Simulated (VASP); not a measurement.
# InAs (Fm-3m) in VASP: a series of runs

The runs below take InAs through single point, with PBEsol+D4, RPBE, RPBE+D4.

All numbers are computed with VASP 6.6.1; they aren't measurements. Logs are shortened: lines on timing, memory, paths and dates and some standing lists are left out, and cuts for length are marked.

## 1. The cell of the first run

It takes space group Fm-3m (No. 225, cubic). Conventional cell: a = 5.755 Å, b = 5.755 Å, c = 5.755 Å, α = 90.00°, β = 90.00°, γ = 90.00°. Within 3.8 Å of In (site symmetry m-3m) lie 6 As at 2.88 Å. Within 3.8 Å of As (site symmetry m-3m) lie 6 In at 2.88 Å.

## 2. Single point, PBEsol+D4

File INCAR:

```
SYSTEM = InAs
ALGO     = Normal         ! electronic algorithm
EDIFF    = 1E-6           ! SCF threshold, eV
ENCUT    = 500            ! plane-wave cutoff, eV
GGA      = PS             ! functional
GGA_COMPAT= .False.      
ISIF     = 2              ! what is computed and relaxed
ISMEAR   = 0              ! smearing method
IVDW     = 13             ! dispersion correction
LASPH    = .True.         ! aspherical terms in the spheres
LCHARG   = .False.        ! write CHGCAR
LREAL    = .False.        ! projectors in reciprocal space
LWAVE    = .False.        ! write WAVECAR
NBANDS   = 16             ! bands
NELM     = 120            ! most SCF steps
PREC     = Accurate       ! precision mode
SIGMA    = 0.1            ! smearing width, eV
```

File KPOINTS:

```
k-points
0
Gamma
  4 4 4
  0 0 0
```

File POSCAR:

```
InAs
1.0
    0.0000000000      2.8773040000      2.8773040000
    2.8773040000      0.0000000000      2.8773040000
    2.8773040000      2.8773040000      0.0000000000
In As
1 1
Direct
    0.5000000000      0.5000000000      0.5000000000
    0.0000000000      0.0000000000      0.0000000000
```

Potentials or basis: VASP PAW PBE potentials, release 64 (In_d, As).

Launch:

```sh
> cat potpaw_PBE.64/In_d/POTCAR potpaw_PBE.64/As/POTCAR > POTCAR
> mpirun -np 1 vasp_std > vasp.out
```

OUTCAR:

```text
SYSTEM = InAs
   EDIFF = 1E-6
   ENCUT = 500
   GGA = PS
   ISIF = 2
   ISMEAR = 0
   IVDW = 13
   LASPH = .True.
   LREAL = .False.
   NELM = 120
   PREC = Accurate

 ion  position               nearest neighbor table
   1  0.500  0.500  0.500-   2 2.88   2 2.88   2 2.88   2 2.88   2 2.88   2 2.88
   2  0.000  0.000  0.000-   1 2.88   1 2.88   1 2.88   1 2.88   1 2.88   1 2.88

  LATTYP: Found a face centered cubic cell.
 ALAT       =     5.7546080000

  Lattice vectors:

 A1 = (   0.0000000000,   2.8773040000,   2.8773040000)
 A2 = (   2.8773040000,   0.0000000000,   2.8773040000)
 A3 = (   2.8773040000,   2.8773040000,   0.0000000000)

Analysis of symmetry for initial positions (statically):
=====================================================================
 Subroutine PRICEL returns:
 Original cell was already a primitive cell.

 Routine SETGRP: Setting up the symmetry group for a
 face centered cubic supercell.

 Subroutine GETGRP returns: Found 48 space group operations
 (whereof 48 operations were pure point group operations)
 out of a pool of 48 trial point group operations.

The static configuration has the point symmetry O_h .

Analysis of symmetry for dynamics (positions and initial velocities):
=====================================================================
 Subroutine PRICEL returns:
 Original cell was already a primitive cell.

 Routine SETGRP: Setting up the symmetry group for a
 face centered cubic supercell.

 Subroutine GETGRP returns: Found 48 space group operations
 (whereof 48 operations were pure point group operations)
 out of a pool of 48 trial point group operations.

The dynamic configuration has the point symmetry O_h .

 Subroutine INISYM returns: Found 48 space group operations
 (whereof 48 operations are pure point group operations),
 and found     1 'primitive' translations

----------------------------------------------------------------------------------------

                                     Primitive cell

  volume of cell :      47.6417

  direct lattice vectors                    reciprocal lattice vectors
     0.000000000  2.877304000  2.877304000    -0.173773783  0.173773783  0.173773783
     2.877304000  0.000000000  2.877304000     0.173773783 -0.173773783  0.173773783
     2.877304000  2.877304000  0.000000000     0.173773783  0.173773783 -0.173773783

  length of vectors
     4.069122340  4.069122340  4.069122340     0.300985021  0.300985021  0.300985021

  position of ions in fractional coordinates (direct lattice)
     0.500000000  0.500000000  0.500000000
     0.000000000  0.000000000  0.000000000

  ion indices of the primitive-cell ions
   primitive index   ion index
                 1           1
                 2           2

----------------------------------------------------------------------------------------

 KPOINTS: k-points

Automatic generation of k-mesh.
 Grid dimensions read from file:
 generate k-points for:    4    4    4

 Generating k-lattice:

  Cartesian coordinates                     Fractional coordinates (reciprocal lattice)
    -0.043443446  0.043443446  0.043443446     0.250000000  0.000000000  0.000000000
     0.043443446 -0.043443446  0.043443446     0.000000000  0.250000000  0.000000000
     0.043443446  0.043443446 -0.043443446     0.000000000  0.000000000  0.250000000

  Length of vectors
     0.075246255  0.075246255  0.075246255

  Shift w.r.t. Gamma in fractional coordinates (k-lattice)
     0.000000000  0.000000000  0.000000000

 Subroutine IBZKPT returns following result:
 ===========================================

 Found      8 irreducible k-points:

 Following reciprocal coordinates:
            Coordinates               Weight
  0.000000  0.000000  0.000000      1.000000
  0.250000  0.000000  0.000000      8.000000
  0.500000  0.000000  0.000000      4.000000
  0.250000  0.250000  0.000000      6.000000
  0.500000  0.250000  0.000000     24.000000
 -0.250000  0.250000  0.000000     12.000000
  0.500000  0.500000  0.000000      3.000000
 -0.250000  0.500000  0.250000      6.000000
   k-points           NKPTS =      8   k-points in BZ     NKDIM =      8   number of bands    NBANDS=     16
   number of dos      NEDOS =    301   number of ions     NIONS =      2
   total plane-waves  NPLWV =  27000
   dimension x,y,z NGX =    30 NGY =   30 NGZ =   30
   dimension x,y,z NGXF=    60 NGYF=   60 NGZF=   60
   ions per type =               1   1
   NGX,Y,Z   is equivalent  to a cutoff of  12.26, 12.26, 12.26 a.u.
   NGXF,Y,Z  is equivalent  to a cutoff of  24.51, 24.51, 24.51 a.u.
 SYSTEM =  InAs
   PREC   = accura    normal or accurate (medium, high low for compatibility)
   ISTART =      0    job   : 0-new  1-cont  2-samecut
   ICHARG =      2    charge: 1-file 2-atom 10-const
   ISPIN  =      1    spin polarized calculation?
   LNONCOLLINEAR =      F non collinear calculations
   LSORBIT =      F    spin-orbit coupling
   LASPH  =      T    aspherical Exc in radial PAW
   ENCUT  =  500.0 eV  36.75 Ry    6.06 a.u.   7.42  7.42  7.42*2*pi/ulx,y,z
   NELM   =    120;   NELMIN=  2; NELMDL= -5     # of ELM steps
   EDIFF  = 0.1E-05   stopping-criterion for ELM
   LREAL  =      F    real-space projection
   EDIFFG = 0.1E-04   stopping-criterion for IOM
   NSW    =      0    number of steps for IOM
   IBRION =     -1    ionic relax: 0-MD 1-quasi-New 2-CG
   NFREE  =      0    steps in history (QN), initial steepest desc. (CG)
   ISIF   =      2    stress and relaxation
   ISYM   =      2    0-nonsym 1-usesym 2-fastsym
   POTIM  = 0.5000    time-step for ionic-motion
   TEBEG  =    0.0;   TEEND  =   0.0 temperature during run
   PSTRESS=    0.0 pullay stress
   NELECT =      18.0000    total number of electrons
   NUPDOWN=      -1.0000    fix difference up-down
   EMIN   =  10.00;   EMAX   =-10.00  energy-range for DOS
   EFERMI =   0.00;   METHOD = LEGACY
   ISMEAR =     0;   SIGMA  =   0.10  broadening in eV -4-tet -1-fermi 0-gaus
   EFERMI_NEDOS =   21; number of points for ismear=-14 and -15
   IALGO  =     38    algorithm
   IMIX   =      4    mixing-type and parameters
     AMIX     =   0.40;   BMIX     =  1.00
     AMIX_MAG =   1.60;   BMIX_MAG =  1.00
  volume/ion in A,a.u.               =      23.82       160.75
  Fermi-wavevector in a.u.,A,eV,Ry     =   1.183505  2.236499 19.057448  1.400683
  Thomas-Fermi vector in A             =   2.319738
   LORBIT       =      0    0 simple, 1 ext, 2 COOP (PROOUT), +10 PAW based schemes
   GGA     = PS    functional components
   LHFCALC =     F    Hartree Fock is set to
   AEXX    =    0.0000 exact exchange contribution
   IVDW    =    13    specifies the selected vdW correction
   LEPSILON=     F    determine dielectric tensor
   LRPA    =     F    only Hartree local field effects (RPA)
 non-spin polarized calculation
 Gauss-broadening in eV      SIGMA  =   0.10
  energy-cutoff  :      500.00
  volume of cell :       47.64
 maximum number of plane-waves:      1243
 NGX is ok and might be reduce to    30
   NGX = 15   NGY = 15   NGZ = 15

 number of electron      18.0000002 magnetization

 Free energy of the ion-electron system (eV)
  ---------------------------------------------------
  ext. energy  EPLUGINS =         0.00000000
  ---------------------------------------------------
  free energy    TOTEN  =        -7.84438930 eV

  energy without entropy =       -7.82738802  energy(sigma->0) =       -7.83588866

 E-fermi :   5.9565     XC(G=0): -10.2332

 val. band max:        5.8004452252   @ k =   0.2500   0.0000   0.0000
 cond. band min:       6.0260401569   @ k =   0.5000   0.2500   0.0000
 fundamental gap:      0.2255949317
 Fermi energy:         5.9565213901

 k-point     1 :       0.0000    0.0000    0.0000
  band No.  band energies     occupation
      1      -8.5515      2.00000
      2      -8.5515      2.00000
      3      -8.5352      2.00000
      4      -8.5352      2.00000
      5      -8.5352      2.00000
      6      -6.2515      2.00000
[... 8 lines left out ...]
     15      13.2043      0.00000
     16      13.2043      0.00000

 k-point     2 :       0.2500    0.0000    0.0000
  band No.  band energies     occupation
      1      -8.5751      2.00000
      2      -8.5751      2.00000
      3      -8.5370      2.00000
      4      -8.5083      2.00000
      5      -8.5083      2.00000
      6      -5.5951      2.00000
[... 8 lines left out ...]
     15      14.5022      0.00000
     16      14.5022      0.00000

 k-point     3 :       0.5000    0.0000    0.0000
  band No.  band energies     occupation
      1      -8.6006      2.00000
      2      -8.6006      2.00000
      3      -8.5410      2.00000
      4      -8.4793      2.00000
      5      -8.4793      2.00000
      6      -4.5347      2.00000
[... 8 lines left out ...]
     15      17.6287      0.00000
     16      17.6287      0.00000

 k-point     4 :       0.2500    0.2500    0.0000
  band No.  band energies     occupation
      1      -8.6532      2.00000
      2      -8.5537      2.00000
      3      -8.5349      2.00000
      4      -8.4977      2.00000
      5      -8.4977      2.00000
      6      -5.3111      2.00000
[... 8 lines left out ...]
     15      16.8398      0.00000
     16      17.0420      0.00000

 k-point     5 :       0.5000    0.2500    0.0000
  band No.  band energies     occupation
      1      -8.7020      2.00000
      2      -8.5573      2.00000
      3      -8.5425      2.00000
      4      -8.4882      2.00000
      5      -8.4705      2.00000
      6      -4.1608      2.00000
[... 8 lines left out ...]
     15      17.9528      0.00000
     16      18.1066      0.00000

 k-point     6 :      -0.2500    0.2500    0.0000
  band No.  band energies     occupation
      1      -8.6305      2.00000
      2      -8.5854      2.00000
      3      -8.5215      2.00000
      4      -8.5033      2.00000
      5      -8.4935      2.00000
      6      -4.6172      2.00000
[... 8 lines left out ...]
     15      16.0118      0.00000
     16      17.1823      0.00000

 k-point     7 :       0.5000    0.5000    0.0000
  band No.  band energies     occupation
      1      -8.8050      2.00000
      2      -8.5724      2.00000
      3      -8.5184      2.00000
      4      -8.4560      2.00000
      5      -8.4560      2.00000
      6      -3.6590      2.00000
[... 8 lines left out ...]
     15      18.8395      0.00000
     16      20.2320      0.00000

 k-point     8 :      -0.2500    0.5000    0.2500
  band No.  band energies     occupation
      1      -8.7359      2.00000
      2      -8.5586      2.00000
      3      -8.5176      2.00000
      4      -8.5176      2.00000
      5      -8.4560      2.00000
      6      -3.6436      2.00000
[... 8 lines left out ...]
     15      16.3487      0.00000
     16      20.1196      0.00000

------------------------ aborting loop because EDIFF is reached ----------------------------------------

  DFT-D4 for vdW energy calculation

  Edisp (eV):   -0.46325

  FORCE on cell =-STRESS in cart. coord.  units (eV):
  Direction    XX          YY          ZZ          XY          YZ          ZX
  --------------------------------------------------------------------------------------
  -------------------------------------------------------------------------------------
  Total      -1.14071    -1.14071    -1.14071     0.00000     0.00000    -0.00000
  in kB     -38.36178   -38.36178   -38.36178     0.00000     0.00000    -0.00000
  external pressure =      -38.36 kB  Pullay stress =        0.00 kB

 VOLUME and BASIS-vectors are now :
 -----------------------------------------------------------------------------
  energy-cutoff  :      500.00
  volume of cell :       47.64
      direct lattice vectors                 reciprocal lattice vectors
     0.000000000  2.877304000  2.877304000    -0.173773783  0.173773783  0.173773783
     2.877304000  0.000000000  2.877304000     0.173773783 -0.173773783  0.173773783
     2.877304000  2.877304000  0.000000000     0.173773783  0.173773783 -0.173773783

 POSITION                                       TOTAL-FORCE (eV/Angst)
 -----------------------------------------------------------------------------------
      2.87730      2.87730      2.87730        -0.000000     -0.000000      0.000000
      0.00000      0.00000      0.00000         0.000000      0.000000     -0.000000
 -----------------------------------------------------------------------------------
    total drift:                                0.000000      0.000000      0.000000

  FREE ENERGIE OF THE ION-ELECTRON SYSTEM (eV)
  ---------------------------------------------------
  free  energy   TOTEN  =        -8.3076366910 eV

  energy  without entropy=       -8.2906354104  energy(sigma->0) =       -8.29913605
```

Run time: 9.3 s. Hardware: 1 thread of Intel Xeon 6975P-C, shared host; peak memory 0.16 GiB.

Results:

| Quantity | Value |
| --- | --- |
| Free energy | -8.3076 eV |
| Pressure | -3.8 GPa |
| Band gap on the k mesh | zero (band 9 reaches 6.07 eV, above the bottom of band 10 at 3.60 eV) |
| Dispersion energy per atom | -0.232 eV |

Caveat: the k points lie up to 0.47 Å⁻¹ apart; the PAW data sets were made with another functional, which shifts forces and pressure a little; spin-orbit coupling is left out, which moves the levels of the heavy elements; pairwise dispersion overbinds metals, which lowers pressure and volume.

(Continued in part 2 of 2.)
